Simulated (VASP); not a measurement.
# SiO2 (P4_2/mnm) in VASP: further runs

SiO2 is run at these levels: PBEsol; tasks: single point, relaxation of cell and atoms.

Program: VASP 6.6.1. These are calculated values, not measurements. Logs are shortened: lines on timing, memory, paths and dates and some standing lists are left out, and cuts for length are marked.

### 1 The cell of the first run

It takes space group P4_2/mnm (No. 136, tetragonal). Conventional cell: a = 4.194 Å, b = 4.194 Å, c = 2.678 Å, α = 90.00°, β = 90.00°, γ = 90.00°. Si (site symmetry mmm) has 6 O at 1.77 to 1.82 Å within 2.3 Å. O (site symmetry m2m) has 3 Si at 1.77 to 1.82 Å and 1 O at 2.30 Å within 2.4 Å.

### 2 Single point, PBEsol

The input, INCAR:

```
SYSTEM = SiO2
PREC = Accurate
ENCUT = 520
EDIFF = 1E-6
ISMEAR = 0
SIGMA = 0.02
LREAL = .False.
LASPH = .True.
NELM = 80
ALGO = Normal
ISIF = 2
LWAVE = .False.
LCHARG = .False.
GGA = PS
NBANDS = 25
```

The input, KPOINTS:

```
regular mesh
0
Gamma
  6 6 8
  0 0 0
```

The input, POSCAR:

```
SiO2
1.0
    4.1944457183      0.0000000000      0.0000000000
    0.0000000000      4.1944457183      0.0000000000
    0.0000000000      0.0000000000      2.6782679297
Si O
2 4
Direct
    0.0000000000      0.0000000000      0.0000000000
    0.5000000000      0.5000000000      0.5000000000
    0.3060464292      0.3060464292      0.0000000000
    0.1939535708      0.8060464292      0.5000000000
    0.6939535708      0.6939535708      0.0000000000
    0.8060464292      0.1939535708      0.5000000000
```

Potentials or basis: VASP PAW PBE potentials, release 64 (Si, O).

Run with:

```sh
$ cat potpaw_PBE.64/Si/POTCAR potpaw_PBE.64/O/POTCAR > POTCAR
$ mpirun -np 1 vasp_std > vasp.out
```

OUTCAR:

```text
SYSTEM = SiO2
   PREC = Accurate
   ENCUT = 520
   EDIFF = 1E-6
   ISMEAR = 0
   LREAL = .False.
   LASPH = .True.
   NELM = 80
   ISIF = 2
   GGA = PS

 ion  position               nearest neighbor table
   1  0.000  0.000  0.000-   4 1.77   6 1.77   4 1.77   6 1.77   5 1.82   3 1.82
   2  0.500  0.500  0.500-   3 1.77   5 1.77   3 1.77   5 1.77   4 1.82   6 1.82
   3  0.306  0.306  0.000-   2 1.77   2 1.77   1 1.82
   4  0.194  0.806  0.500-   1 1.77   1 1.77   2 1.82
   5  0.694  0.694  0.000-   2 1.77   2 1.77   1 1.82
   6  0.806  0.194  0.500-   1 1.77   1 1.77   2 1.82

  LATTYP: Found a simple tetragonal cell.
 ALAT       =     4.1944457183
 C/A-ratio  =     0.6385272595

  Lattice vectors:

 A1 = (   4.1944457183,   0.0000000000,   0.0000000000)
 A2 = (   0.0000000000,   4.1944457183,   0.0000000000)
 A3 = (   0.0000000000,   0.0000000000,   2.6782679297)

Analysis of symmetry for initial positions (statically):
=====================================================================
 Subroutine PRICEL returns:
 Original cell was already a primitive cell.

 Routine SETGRP: Setting up the symmetry group for a
 simple tetragonal supercell.

 Subroutine GETGRP returns: Found 16 space group operations
 (whereof  8 operations were pure point group operations)
 out of a pool of 16 trial point group operations.

The static configuration has the point symmetry D_2h.
 The point group associated with its full space group is D_4h.

Analysis of symmetry for dynamics (positions and initial velocities):
=====================================================================
 Subroutine PRICEL returns:
 Original cell was already a primitive cell.

 Routine SETGRP: Setting up the symmetry group for a
 simple tetragonal supercell.

 Subroutine GETGRP returns: Found 16 space group operations
 (whereof  8 operations were pure point group operations)
 out of a pool of 16 trial point group operations.

The dynamic configuration has the point symmetry D_2h.
 The point group associated with its full space group is D_4h.

 Subroutine INISYM returns: Found 16 space group operations
 (whereof  8 operations are pure point group operations),
 and found     1 'primitive' translations

----------------------------------------------------------------------------------------

                                     Primitive cell

  volume of cell :      47.1198

  direct lattice vectors                    reciprocal lattice vectors
     4.194445718  0.000000000  0.000000000     0.238410524  0.000000000  0.000000000
     0.000000000  4.194445718  0.000000000     0.000000000  0.238410524  0.000000000
     0.000000000  0.000000000  2.678267930     0.000000000  0.000000000  0.373375639

  length of vectors
     4.194445718  4.194445718  2.678267930     0.238410524  0.238410524  0.373375639

  position of ions in fractional coordinates (direct lattice)
     0.000000000  0.000000000  0.000000000
     0.500000000  0.500000000  0.500000000
     0.306046429  0.306046429  0.000000000
     0.193953571  0.806046429  0.500000000
     0.693953571  0.693953571  0.000000000
     0.806046429  0.193953571  0.500000000

  ion indices of the primitive-cell ions
   primitive index   ion index
                 1           1
                 2           2
                 3           3
                 4           4
                 5           5
                 6           6

----------------------------------------------------------------------------------------

 KPOINTS: regular mesh

Automatic generation of k-mesh.
 Grid dimensions read from file:
 generate k-points for:    6    6    8

 Generating k-lattice:

  Cartesian coordinates                     Fractional coordinates (reciprocal lattice)
     0.039735087  0.000000000  0.000000000     0.166666667  0.000000000  0.000000000
     0.000000000  0.039735087  0.000000000     0.000000000  0.166666667  0.000000000
     0.000000000  0.000000000  0.046671955     0.000000000  0.000000000  0.125000000

  Length of vectors
     0.039735087  0.039735087  0.046671955

  Shift w.r.t. Gamma in fractional coordinates (k-lattice)
     0.000000000  0.000000000  0.000000000

 Subroutine IBZKPT returns following result:
 ===========================================

 Found     50 irreducible k-points:

 Following reciprocal coordinates:
            Coordinates               Weight
  0.000000  0.000000  0.000000      1.000000
  0.166667  0.000000  0.000000      4.000000
  0.333333  0.000000  0.000000      4.000000
  0.500000  0.000000  0.000000      2.000000
  0.166667  0.166667  0.000000      4.000000
  0.333333  0.166667  0.000000      8.000000
[... 16 lines left out ...]
  0.333333  0.000000  0.250000      8.000000
  0.500000  0.000000  0.250000      4.000000
 [... further k-points ...]
   k-points           NKPTS =     50   k-points in BZ     NKDIM =     50   number of bands    NBANDS=     25
   number of dos      NEDOS =    301   number of ions     NIONS =      6
   total plane-waves  NPLWV =  20480
   dimension x,y,z NGX =    32 NGY =   32 NGZ =   20
   dimension x,y,z NGXF=    64 NGYF=   64 NGZF=   40
   ions per type =               2   4
   NGX,Y,Z   is equivalent  to a cutoff of  12.68, 12.68, 12.41 a.u.
   NGXF,Y,Z  is equivalent  to a cutoff of  25.37, 25.37, 24.83 a.u.
 SYSTEM =  SiO2
   PREC   = accura    normal or accurate (medium, high low for compatibility)
   ISTART =      0    job   : 0-new  1-cont  2-samecut
   ICHARG =      2    charge: 1-file 2-atom 10-const
   ISPIN  =      1    spin polarized calculation?
   LNONCOLLINEAR =      F non collinear calculations
   LSORBIT =      F    spin-orbit coupling
   LASPH  =      T    aspherical Exc in radial PAW
   ENCUT  =  520.0 eV  38.22 Ry    6.18 a.u.   7.80  7.80  4.98*2*pi/ulx,y,z
   NELM   =     80;   NELMIN=  2; NELMDL= -5     # of ELM steps
   EDIFF  = 0.1E-05   stopping-criterion for ELM
   LREAL  =      F    real-space projection
   EDIFFG = 0.1E-04   stopping-criterion for IOM
   NSW    =      0    number of steps for IOM
   IBRION =     -1    ionic relax: 0-MD 1-quasi-New 2-CG
   NFREE  =      0    steps in history (QN), initial steepest desc. (CG)
   ISIF   =      2    stress and relaxation
   ISYM   =      2    0-nonsym 1-usesym 2-fastsym
   POTIM  = 0.5000    time-step for ionic-motion
   TEBEG  =    0.0;   TEEND  =   0.0 temperature during run
   PSTRESS=    0.0 pullay stress
   NELECT =      32.0000    total number of electrons
   NUPDOWN=      -1.0000    fix difference up-down
   EMIN   =  10.00;   EMAX   =-10.00  energy-range for DOS
   EFERMI =   0.00;   METHOD = LEGACY
   ISMEAR =     0;   SIGMA  =   0.02  broadening in eV -4-tet -1-fermi 0-gaus
   EFERMI_NEDOS =   21; number of points for ismear=-14 and -15
   IALGO  =     38    algorithm
   IMIX   =      4    mixing-type and parameters
     AMIX     =   0.40;   BMIX     =  1.00
     AMIX_MAG =   1.60;   BMIX_MAG =  1.00
  volume/ion in A,a.u.               =       7.85        53.00
  Fermi-wavevector in a.u.,A,eV,Ry     =   1.438988  2.719293 28.173390  2.070686
  Thomas-Fermi vector in A             =   2.557893
   LORBIT       =      0    0 simple, 1 ext, 2 COOP (PROOUT), +10 PAW based schemes
   GGA     = PS    functional components
   LHFCALC =     F    Hartree Fock is set to
   AEXX    =    0.0000 exact exchange contribution
   IVDW    =     0    specifies the selected vdW correction
   LEPSILON=     F    determine dielectric tensor
   LRPA    =     F    only Hartree local field effects (RPA)
 non-spin polarized calculation
 Gauss-broadening in eV      SIGMA  =   0.02
  energy-cutoff  :      520.00
  volume of cell :       47.12
 maximum number of plane-waves:      1286
 NGX is ok and might be reduce to    32
   NGX = 15   NGY = 15   NGZ =  9

 number of electron      31.9999977 magnetization

 Free energy of the ion-electron system (eV)
  ---------------------------------------------------
  ext. energy  EPLUGINS =         0.00000000
  ---------------------------------------------------
  free energy    TOTEN  =       -48.98533517 eV

  energy without entropy =      -48.98533517  energy(sigma->0) =      -48.98533517

 E-fermi :   8.1700     XC(G=0): -12.4682

 val. band max:        8.0080509436   @ k =   0.0000   0.0000   0.0000
 cond. band min:      13.3705142416   @ k =   0.0000   0.0000   0.0000
 fundamental gap:      5.3624632980
 Fermi energy:         8.1700492350

 k-point     1 :       0.0000    0.0000    0.0000
  band No.  band energies     occupation
      1     -14.4440      2.00000
      2     -10.8125      2.00000
      3     -10.8125      2.00000
      4     -10.5828      2.00000
      5      -2.8590      2.00000
      6       1.5712      2.00000
[... 17 lines left out ...]
     24      22.0244      0.00000
     25      23.5269      0.00000

 k-point     2 :       0.1667    0.0000    0.0000
  band No.  band energies     occupation
      1     -14.2990      2.00000
      2     -11.4784      2.00000
      3     -10.7390      2.00000
      4     -10.2243      2.00000
      5      -2.6639      2.00000
      6       0.8271      2.00000
[... 17 lines left out ...]
     24      21.4491      0.00000
     25      23.3051      0.00000

 k-point     3 :       0.3333    0.0000    0.0000
  band No.  band energies     occupation
      1     -13.8752      2.00000
      2     -12.3683      2.00000
      3     -10.5418      2.00000
      4     -10.1332      2.00000
      5      -2.1258      2.00000
      6      -0.2978      2.00000
[... 552 lines left out ...]
 k-point    23 :       0.3333    0.0000    0.2500
  band No.  band energies     occupation
      1     -13.1273      2.00000
      2     -11.8158      2.00000
      3     -10.2757      2.00000
      4     -10.0895      2.00000
      5      -1.6344      2.00000
      6       0.1628      2.00000
[... 17 lines left out ...]
     24      20.6621      0.00000
     25      21.5573      0.00000

 k-point    24 :       0.5000    0.0000    0.2500
  band No.  band energies     occupation
      1     -12.5353      2.00000
      2     -12.5353      2.00000
      3     -10.1489      2.00000
      4     -10.1489      2.00000
      5      -0.7127      2.00000
      6      -0.7127      2.00000
[... 17 lines left out ...]
     24      20.6767      0.00000
     25      21.4776      0.00000

 [... further k-points ...]

------------------------ aborting loop because EDIFF is reached ----------------------------------------

  FORCE on cell =-STRESS in cart. coord.  units (eV):
  Direction    XX          YY          ZZ          XY          YZ          ZX
  --------------------------------------------------------------------------------------
  -------------------------------------------------------------------------------------
  Total        0.1210328      0.1210328      0.3972536      0.0000000      0.0000000      0.0000000
  in kB        4.1153860      4.1153860     13.5075085      0.0000000      0.0000000      0.0000000
  external PRESSURE =       7.2460935 kB  Pullay stress =       0.0000000 kB

 VOLUME and BASIS-vectors are now :
 -----------------------------------------------------------------------------
  energy-cutoff  :      520.00
  volume of cell :       47.12
      direct lattice vectors                 reciprocal lattice vectors
     4.194445718  0.000000000  0.000000000     0.238410524  0.000000000  0.000000000
     0.000000000  4.194445718  0.000000000     0.000000000  0.238410524  0.000000000
     0.000000000  0.000000000  2.678267930     0.000000000  0.000000000  0.373375639

 POSITION                                       TOTAL-FORCE (eV/Angst)
 -----------------------------------------------------------------------------------
      0.00000      0.00000      0.00000         0.000000     -0.000000     -0.000000
      2.09722      2.09722      1.33913         0.000000     -0.000000     -0.000000
      1.28370      1.28370      0.00000        -0.023757     -0.023757      0.000000
      0.81353      3.38092      1.33913         0.023757     -0.023757     -0.000000
      2.91075      2.91075      0.00000         0.023757      0.023757     -0.000000
      3.38092      0.81353      1.33913        -0.023757      0.023757     -0.000000
 -----------------------------------------------------------------------------------
    total drift:                                0.000000     -0.000000      0.000000

  FREE ENERGIE OF THE ION-ELECTRON SYSTEM (eV)
  ---------------------------------------------------
  free  energy   TOTEN  =       -48.9853351740 eV

  energy  without entropy=      -48.9853351740  energy(sigma->0) =      -48.98533517
```

It took 60 s on 1 thread of Intel Xeon 8259CL, shared host; peak memory 0.18 GiB.

Results:

| Item | Value |
| --- | --- |
| Free energy | -48.9853 eV |
| Pressure | 0.7 GPa |
| Largest force | 0.034 eV/Å |
| Band gap on the k mesh | 5.36 eV |

Forces in eV/Å, atoms in the order of the input:
```
Si   0.000  0.000  0.000
Si   0.000  0.000  0.000
O   -0.024 -0.024  0.000
O    0.024 -0.024  0.000
O    0.024  0.024  0.000
O   -0.024  0.024  0.000
```

Caveat: the PAW data sets were made with another functional, which shifts forces and pressure a little. PBEsol gaps usually lie below the measured ones, often by a third to a half.

### 3 Relaxation of cell and atoms, PBEsol

This run uses another cell than the first one, of 7.79 Å³/atom.

The input, INCAR:

```
SYSTEM = SiO2
ALGO = Normal
EDIFF = 1E-6
EDIFFG = -0.002
ENCUT = 600
GGA = PS
IBRION = 2
ISIF = 3
ISMEAR = 0
LASPH = .True.
LCHARG = .False.
LREAL = .False.
LWAVE = .False.
NELM = 100
NSW = 100
PREC = Accurate
SIGMA = 0.02
```

The input, KPOINTS:

```
k-points
0
Gamma
  6 6 8
  0 0 0
```

The input, POSCAR:

```
SiO2
1.0
    4.1865000000      0.0000000000      0.0000000000
    0.0000000000      4.1865000000      0.0000000000
    0.0000000000      0.0000000000      2.6684000000
Si O
2 4
Direct
    0.0000000000      0.0000000000      0.0000000000
    0.5000000000      0.5000000000      0.5000000000
    0.3059000000      0.3059000000      0.0000000000
    0.1941000000      0.8059000000      0.5000000000
    0.6941000000      0.6941000000      0.0000000000
    0.8059000000      0.1941000000      0.5000000000
```

Potentials or basis: VASP PAW PBE potentials, release 64 (Si, O).

Run with:

```sh
$ cat potpaw_PBE.64/Si/POTCAR potpaw_PBE.64/O/POTCAR > POTCAR
$ mpirun -np 1 vasp_std > vasp.out
```

Wall time 3.7 min (1 thread of Intel Xeon 8259CL, shared host); peak memory 0.2 GiB.

The run converged. Its results:

* Free energy: -48.9971 eV
* Relaxed volume: 7.86 Å³/atom
* Relaxed cell: a = 4.192 Å, b = 4.192 Å, c = 2.683 Å, α = 90.00°, β = 90.00°, γ = 90.00°
* Space group after relaxing (to 0.1 Å): P4_2/mnm (No. 136)
* Energy gained by relaxing: 0.7 meV/atom
* Ionic steps: 6
* Pressure after relaxing: 0.0 GPa
* Band gap on the k mesh: 5.34 eV

The path:
```
step  energy change (eV)  largest force (eV/Å)  pressure (GPa)  volume (Å³)
   1              0.0000                0.0463            2.85        46.77
   2              0.0035                0.1237           -3.90        47.71
   3             -0.0041                0.0284           -0.09        47.16
   4             -0.0042                0.0207            0.00        47.15
   5             -0.0042                0.0080           -0.02        47.15
   6             -0.0042                0.0017           -0.01        47.15
```

Final structure:
```cif
data_structure
_symmetry_space_group_name_H-M 'P 1'
_symmetry_Int_Tables_number 1
_cell_length_a 4.1923
_cell_length_b 4.1923
_cell_length_c 2.6826
_cell_angle_alpha 90.000
_cell_angle_beta 90.000
_cell_angle_gamma 90.000
_cell_volume 47.15
loop_
_atom_site_label
_atom_site_type_symbol
_atom_site_fract_x
_atom_site_fract_y
_atom_site_fract_z
_atom_site_occupancy
Si1 Si 0.00000 0.00000 0.00000 1
Si2 Si 0.50000 0.50000 0.50000 1
O1 O 0.30584 0.30584 0.00000 1
O2 O 0.19416 0.80584 0.50000 1
O3 O 0.69416 0.69416 0.00000 1
O4 O 0.80584 0.19416 0.50000 1
```

Levels at points of the mesh, in eV from the valence-band top:
| k point | band 12 | band 13 | band 14 | band 15 | band 16 | band 17 | band 18 | band 19 | band 20 |
| --- | --- | --- | --- | --- | --- | --- | --- | --- | --- |
| (0.00, 0.00, 0.00) | -3.14 | -2.52 | -0.88 | -0.88 | 0.00 | 5.34 | 6.45 | 8.21 | 8.21 |
| (0.50, 0.00, 0.00) | -3.89 | -2.69 | -2.69 | -1.07 | -1.07 | 7.48 | 7.48 | 8.79 | 8.79 |
| (0.50, 0.50, 0.00) | -3.27 | -2.70 | -2.70 | -2.27 | -2.27 | 7.17 | 7.17 | 9.79 | 9.79 |
| (0.00, 0.00, 0.50) | -4.63 | -3.09 | -3.09 | -2.68 | -2.68 | 8.86 | 8.86 | 12.33 | 12.33 |
| (0.50, 0.00, 0.50) | -4.00 | -2.28 | -2.28 | -1.76 | -1.76 | 8.56 | 8.56 | 9.62 | 9.62 |
| (0.50, 0.50, 0.50) | -4.49 | -1.76 | -1.76 | -1.55 | -1.55 | 6.94 | 6.94 | 10.75 | 10.75 |

Caveat: the PAW data sets were made with another functional, which shifts forces and pressure a little. Zero-point motion and thermal expansion aren't in these numbers.
